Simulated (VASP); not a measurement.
# GaAs (P-6m2) in VASP: single point with HF

Aim: the single point of GaAs with HF.

Program: VASP 6.6.1. These are calculated values, not measurements. Logs are shortened: lines on timing, memory, paths and dates and some standing lists are left out, and cuts for length are marked.

### 1 The cell of the first run

Symmetry: P-6m2, No. 187, hexagonal system. Conventional cell: a = 3.756 Å, b = 3.756 Å, c = 3.444 Å, α = 90.00°, β = 90.00°, γ = 120.00°. Within 3.6 Å of Ga (site symmetry -6m2) lie 6 As at 2.77 Å and 2 Ga at 3.44 Å. Within 3.6 Å of As (site symmetry -6m2) lie 6 Ga at 2.77 Å and 2 As at 3.44 Å.

### 2 Single point, HF

File POSCAR:

```
GaAs
1.0
    3.7559403956     -0.0000000030      0.0000000000
   -1.8779701952      3.2527397992      0.0000000000
    0.0000000000      0.0000000000      3.4439072970
Ga As
1 1
Direct
    0.3333333333      0.6666666667      0.5000000000
    0.0000000000      0.0000000000      0.0000000000
```

File INCAR.step1:

```
SYSTEM = GaAs
PREC = Accurate
ENCUT = 520
EDIFF = 1E-5
ISMEAR = -1
SIGMA = 0.05
LREAL = .False.
LASPH = .True.
NELM = 60
ALGO = Normal
ISIF = 2
LWAVE = .True.
LCHARG = .False.
NBANDS = 16
GGA = PE
```

File INCAR.step2:

```
SYSTEM = GaAs
PREC = Accurate
ENCUT = 520
EDIFF = 1E-6
ISMEAR = -1
SIGMA = 0.05
LREAL = .False.
LASPH = .True.
NELM = 60
ALGO = Normal
ISIF = 2
LWAVE = .False.
LCHARG = .False.
GGA = PE
LHFCALC = .True.
AEXX = 1.0
ALDAC = 0.0
AGGAC = 0.0
PRECFOCK = Normal
NBANDS = 16
ISTART = 1
```

File KPOINTS:

```
Automatic mesh
0
Gamma
  5 5 4
  0 0 0
```

Potentials or basis: VASP PAW PBE potentials, release 64 (Ga_d, As).

Run with:

```bash
> cat potpaw_PBE.64/Ga_d/POTCAR potpaw_PBE.64/As/POTCAR > POTCAR
> cp INCAR.step1 INCAR
> mpirun -np 1 vasp_std > vasp.out
> cp INCAR.step2 INCAR
> mpirun -np 1 vasp_std > vasp.out
```

OUTCAR:

```text
SYSTEM = GaAs
   PREC = Accurate
   ENCUT = 520
   EDIFF = 1E-6
   ISMEAR = -1
   LREAL = .False.
   LASPH = .True.
   NELM = 60
   ISIF = 2
   GGA = PE
   LHFCALC = .True.
   AEXX = 1.0
   PRECFOCK = Normal
   ISTART = 1

 ion  position               nearest neighbor table
   1  0.333  0.667  0.500-   2 2.77   2 2.77   2 2.77   2 2.77   2 2.77   2 2.77
   2  0.000  0.000  0.000-   1 2.77   1 2.77   1 2.77   1 2.77   1 2.77   1 2.77

  LATTYP: Found a hexagonal cell.
 ALAT       =     3.7559403956
 C/A-ratio  =     0.9169227768

  Lattice vectors:

 A1 = (   3.7559403956,  -0.0000000030,   0.0000000000)
 A2 = (  -1.8779701952,   3.2527397992,   0.0000000000)
 A3 = (   0.0000000000,   0.0000000000,   3.4439072970)

Analysis of symmetry for initial positions (statically):
=====================================================================
 Subroutine PRICEL returns:
 Original cell was already a primitive cell.

 Routine SETGRP: Setting up the symmetry group for a
 hexagonal supercell.

 Subroutine GETGRP returns: Found 12 space group operations
 (whereof 12 operations were pure point group operations)
 out of a pool of 24 trial point group operations.

The static configuration has the point symmetry D_3h.

Analysis of symmetry for dynamics (positions and initial velocities):
=====================================================================
 Subroutine PRICEL returns:
 Original cell was already a primitive cell.

 Routine SETGRP: Setting up the symmetry group for a
 hexagonal supercell.

 Subroutine GETGRP returns: Found 12 space group operations
 (whereof 12 operations were pure point group operations)
 out of a pool of 24 trial point group operations.

The dynamic configuration has the point symmetry D_3h.

 Subroutine INISYM returns: Found 12 space group operations
 (whereof 12 operations are pure point group operations),
 and found     1 'primitive' translations

----------------------------------------------------------------------------------------

                                     Primitive cell

  volume of cell :      42.0745

  direct lattice vectors                    reciprocal lattice vectors
     3.755940396 -0.000000003  0.000000000     0.266244907  0.153716568  0.000000000
    -1.877970195  3.252739799  0.000000000     0.000000000  0.307433137  0.000000000
     0.000000000  0.000000000  3.443907297     0.000000000  0.000000000  0.290367862

  length of vectors
     3.755940396  3.755940396  3.443907297     0.307433137  0.307433137  0.290367862

  position of ions in fractional coordinates (direct lattice)
     0.333333333  0.666666667  0.500000000
     0.000000000  0.000000000  0.000000000

  ion indices of the primitive-cell ions
   primitive index   ion index
                 1           1
                 2           2

----------------------------------------------------------------------------------------

 KPOINTS: Automatic mesh

Automatic generation of k-mesh.
 Grid dimensions read from file:
 generate k-points for:    5    5    4

 Generating k-lattice:

  Cartesian coordinates                     Fractional coordinates (reciprocal lattice)
     0.053248981  0.030743314  0.000000000     0.200000000  0.000000000  0.000000000
     0.000000000  0.061486627  0.000000000     0.000000000  0.200000000  0.000000000
     0.000000000  0.000000000  0.072591966     0.000000000  0.000000000  0.250000000

  Length of vectors
     0.061486627  0.061486627  0.072591966

  Shift w.r.t. Gamma in fractional coordinates (k-lattice)
     0.000000000  0.000000000  0.000000000

 Subroutine IBZKPT returns following result:
 ===========================================

 Found     15 irreducible k-points:

 Following reciprocal coordinates:
            Coordinates               Weight
  0.000000  0.000000  0.000000      1.000000
  0.200000  0.000000  0.000000      6.000000
  0.400000 -0.000000  0.000000      6.000000
  0.200000  0.200000  0.000000      6.000000
  0.400000  0.200000  0.000000      6.000000
  0.000000  0.000000  0.250000      2.000000
  0.200000  0.000000  0.250000     12.000000
  0.400000 -0.000000  0.250000     12.000000
  0.200000  0.200000  0.250000     12.000000
  0.400000  0.200000  0.250000     12.000000
  0.000000  0.000000  0.500000      1.000000
  0.200000  0.000000  0.500000      6.000000
  0.400000 -0.000000  0.500000      6.000000
  0.200000  0.200000  0.500000      6.000000
  0.400000  0.200000  0.500000      6.000000
   k-points           NKPTS =     15   k-points in BZ     NKDIM =    100   number of bands    NBANDS=     16
   number of dos      NEDOS =    301   number of ions     NIONS =      2
   total plane-waves  NPLWV =  21952
   dimension x,y,z NGX =    28 NGY =   28 NGZ =   28
   dimension x,y,z NGXF=    56 NGYF=   56 NGZF=   56
   ions per type =               1   1
   NGX,Y,Z   is equivalent  to a cutoff of  12.39, 12.39, 13.52 a.u.
   NGXF,Y,Z  is equivalent  to a cutoff of  24.79, 24.79, 27.03 a.u.
 SYSTEM =  GaAs
   PREC   = accura    normal or accurate (medium, high low for compatibility)
   ISTART =      1    job   : 0-new  1-cont  2-samecut
   ICHARG =      0    charge: 1-file 2-atom 10-const
   ISPIN  =      1    spin polarized calculation?
   LNONCOLLINEAR =      F non collinear calculations
   LSORBIT =      F    spin-orbit coupling
   LASPH  =      T    aspherical Exc in radial PAW
   ENCUT  =  520.0 eV  38.22 Ry    6.18 a.u.   6.98  6.98  6.40*2*pi/ulx,y,z
   NELM   =     60;   NELMIN=  2; NELMDL=  0     # of ELM steps
   EDIFF  = 0.1E-05   stopping-criterion for ELM
   LREAL  =      F    real-space projection
   EDIFFG = 0.1E-04   stopping-criterion for IOM
   NSW    =      0    number of steps for IOM
   IBRION =     -1    ionic relax: 0-MD 1-quasi-New 2-CG
   NFREE  =      0    steps in history (QN), initial steepest desc. (CG)
   ISIF   =      2    stress and relaxation
   ISYM   =      3    0-nonsym 1-usesym 2-fastsym
   POTIM  = 0.5000    time-step for ionic-motion
   TEBEG  =    0.0;   TEEND  =   0.0 temperature during run
   PSTRESS=    0.0 pullay stress
   NELECT =      18.0000    total number of electrons
   NUPDOWN=      -1.0000    fix difference up-down
   EMIN   =  10.00;   EMAX   =-10.00  energy-range for DOS
   EFERMI =   0.00;   METHOD = LEGACY
   ISMEAR =    -1;   SIGMA  =   0.05  broadening in eV -4-tet -1-fermi 0-gaus
   EFERMI_NEDOS =   21; number of points for ismear=-14 and -15
   IALGO  =     38    algorithm
   IMIX   =      1    mixing-type and parameters
     AMIX     =   0.40;   BMIX     =  1.00
     AMIX_MAG =   1.60;   BMIX_MAG =  1.00
  volume/ion in A,a.u.               =      21.04       141.97
  Fermi-wavevector in a.u.,A,eV,Ry     =   1.233557  2.331084 20.703476  1.521663
  Thomas-Fermi vector in A             =   2.368282
   LORBIT       =      0    0 simple, 1 ext, 2 COOP (PROOUT), +10 PAW based schemes
   GGA     = PE    functional components
   LHFCALC =     T    Hartree Fock is set to
   PRECFOCK=normal    Normal, Fast or Accurate (Low or Medium for compatibility)
   ENCUT4O =  -1.0   cutoff for four orbital integrals eV
   NKREDX  =     1    reduce k-point grid by
   NKREDY  =     1    reduce k-point grid by
   NKREDZ  =     1    reduce k-point grid by
   AEXX    =    1.0000 exact exchange contribution
   HFSCREEN=    0.0000 screening length (either q_TF or 0.3 A-1)
   HFSCREENC=   0.0000 screening length for correlation (either q_TF or 0.3 A-1)
   ENCUTFOCK=  -1.0 apply spherical cutoff to Coloumb kernel
   IVDW    =     0    specifies the selected vdW correction
   LEPSILON=     F    determine dielectric tensor
   LRPA    =     F    only Hartree local field effects (RPA)
 non-spin polarized calculation
  energy-cutoff  :      520.00
  volume of cell :       42.07
 maximum number of plane-waves:      1151
 NGX is ok and might be reduce to    28
  NGX = 24; NGY = 24; NGZ = 20

 number of electron      17.9999998 magnetization

 Free energy of the ion-electron system (eV)
  ---------------------------------------------------
  ext. energy  EPLUGINS =         0.00000000
  ---------------------------------------------------
  free energy    TOTEN  =       -13.70089246 eV

  energy without entropy =      -13.69745043  energy(sigma->0) =      -13.69917144

 E-fermi :   5.5365     XC(G=0):   0.0000

 val. band max:        5.4166093993   @ k =   0.4000   0.2000   0.2500
 cond. band min:       6.5092611093   @ k =   0.0000   0.0000   0.2500
 fundamental gap:      1.0926517100
 Fermi energy:         5.5365041624

 k-point     1 :       0.0000    0.0000    0.0000
  band No.  band energies     occupation
      1     -22.5302      2.00000
      2     -22.5302      2.00000
      3     -22.5129      2.00000
      4     -22.5067      2.00000
      5     -22.5067      2.00000
      6     -15.0836      2.00000
[... 8 lines left out ...]
     15      22.0235      0.00000
     16      25.3077      0.00000

 k-point     2 :       0.2000    0.0000    0.0000
  band No.  band energies     occupation
      1     -22.5351      2.00000
      2     -22.5197      2.00000
      3     -22.5140      2.00000
      4     -22.5080      2.00000
      5     -22.5080      2.00000
      6     -14.4403      2.00000
[... 8 lines left out ...]
     15      21.0905      0.00000
     16      23.5381      0.00000

 k-point     3 :       0.4000   -0.0000    0.0000
  band No.  band energies     occupation
      1     -22.5438      2.00000
      2     -22.5252      2.00000
      3     -22.5101      2.00000
      4     -22.5024      2.00000
      5     -22.4997      2.00000
      6     -12.8842      2.00000
[... 8 lines left out ...]
     15      22.5061      0.00000
     16      23.7266      0.00000

 k-point     4 :       0.2000    0.2000    0.0000
  band No.  band energies     occupation
      1     -22.5369      2.00000
      2     -22.5218      2.00000
      3     -22.5120      2.00000
      4     -22.5111      2.00000
      5     -22.5002      2.00000
      6     -13.2950      2.00000
[... 8 lines left out ...]
     15      20.7232      0.00000
     16      21.7861      0.00000

 k-point     5 :       0.4000    0.2000    0.0000
  band No.  band energies     occupation
      1     -22.5370      2.00000
      2     -22.5253      2.00000
      3     -22.5137      2.00000
      4     -22.5055      2.00000
      5     -22.4982      2.00000
      6     -12.1818      2.00000
[... 8 lines left out ...]
     15      20.6065      0.00000
     16      21.2361      0.00000

 k-point     6 :       0.0000    0.0000    0.2500
  band No.  band energies     occupation
      1     -22.5273      2.00000
      2     -22.5273      2.00000
      3     -22.5189      2.00000
      4     -22.5189      2.00000
      5     -22.4854      2.00000
      6     -14.1072      2.00000
[... 8 lines left out ...]
     15      19.7649      0.00000
     16      20.1900      0.00000
[... 96 lines left out ...]
 k-point    12 :       0.2000    0.0000    0.5000
  band No.  band energies     occupation
      1     -22.5522      2.00000
      2     -22.5385      2.00000
      3     -22.5243      2.00000
      4     -22.5115      2.00000
      5     -22.4520      2.00000
      6     -11.7695      2.00000
[... 8 lines left out ...]
     15      20.6999      0.00000
     16      21.3097      0.00000

 k-point    13 :       0.4000   -0.0000    0.5000
  band No.  band energies     occupation
      1     -22.5792      2.00000
      2     -22.5443      2.00000
      3     -22.5313      2.00000
      4     -22.4967      2.00000
      5     -22.4417      2.00000
      6     -10.4586      2.00000
[... 8 lines left out ...]
     15      25.0820      0.00000
     16      25.7103      0.00000

 k-point    14 :       0.2000    0.2000    0.5000
  band No.  band energies     occupation
      1     -22.5710      2.00000
      2     -22.5463      2.00000
      3     -22.5250      2.00000
      4     -22.5042      2.00000
      5     -22.4440      2.00000
      6     -10.7779      2.00000
[... 8 lines left out ...]
     15      20.9545      0.00000
     16      25.4119      0.00000

 k-point    15 :       0.4000    0.2000    0.5000
  band No.  band energies     occupation
      1     -22.5806      2.00000
      2     -22.5525      2.00000
      3     -22.5241      2.00000
      4     -22.5007      2.00000
      5     -22.4399      2.00000
      6      -9.9397      2.00000
[... 8 lines left out ...]
     15      24.4767      0.00000
     16      25.4285      0.00000

------------------------ aborting loop because EDIFF is reached ----------------------------------------

  FORCE on cell =-STRESS in cart. coord.  units (eV):
  Direction    XX          YY          ZZ          XY          YZ          ZX
  --------------------------------------------------------------------------------------
  -------------------------------------------------------------------------------------
  Total        0.4195218      0.4195218     -1.8369658      0.0000000      0.0000000     -0.0000000
  in kB       15.9751765     15.9751765    -69.9507213      0.0000000      0.0000000     -0.0000000
  external PRESSURE =     -12.6667895 kB  Pullay stress =       0.0000000 kB

 VOLUME and BASIS-vectors are now :
 -----------------------------------------------------------------------------
  energy-cutoff  :      520.00
  volume of cell :       42.07
      direct lattice vectors                 reciprocal lattice vectors
     3.755940396 -0.000000003  0.000000000     0.266244907  0.153716568  0.000000000
    -1.877970195  3.252739799  0.000000000     0.000000000  0.307433137  0.000000000
     0.000000000  0.000000000  3.443907297     0.000000000  0.000000000  0.290367862

 POSITION                                       TOTAL-FORCE (eV/Angst)
 -----------------------------------------------------------------------------------
      0.00000      2.16849      1.72195         0.000000      0.000000      0.000000
      0.00000      0.00000      0.00000        -0.000000      0.000000      0.000000
 -----------------------------------------------------------------------------------
    total drift:                                0.000001     -0.000003      0.000000

  FREE ENERGIE OF THE ION-ELECTRON SYSTEM (eV)
  ---------------------------------------------------
  free  energy   TOTEN  =       -13.7008924595 eV

  energy  without entropy=      -13.6974504273  energy(sigma->0) =      -13.69917144
```

Run time: 14 min. Hardware: 1 thread of Intel Xeon Platinum 8488C (Sapphire Rapids), shared host; peak memory 0.18 GiB.

What came out:

```yaml
Free_energy: -13.7009 eV
Pressure: -1.3 GPa
Band_gap_on_the_k_mesh: zero (bands 9 and 10 overlap by 7.94 eV)
```

Caveat: the k points lie up to 0.46 Å⁻¹ apart, too coarse for converged energies and pressures of a metal; the PAW data sets were made with another functional, which shifts forces and pressure a little.

The gap in the log of VASP goes by the Fermi energy; the results here count the filled bands.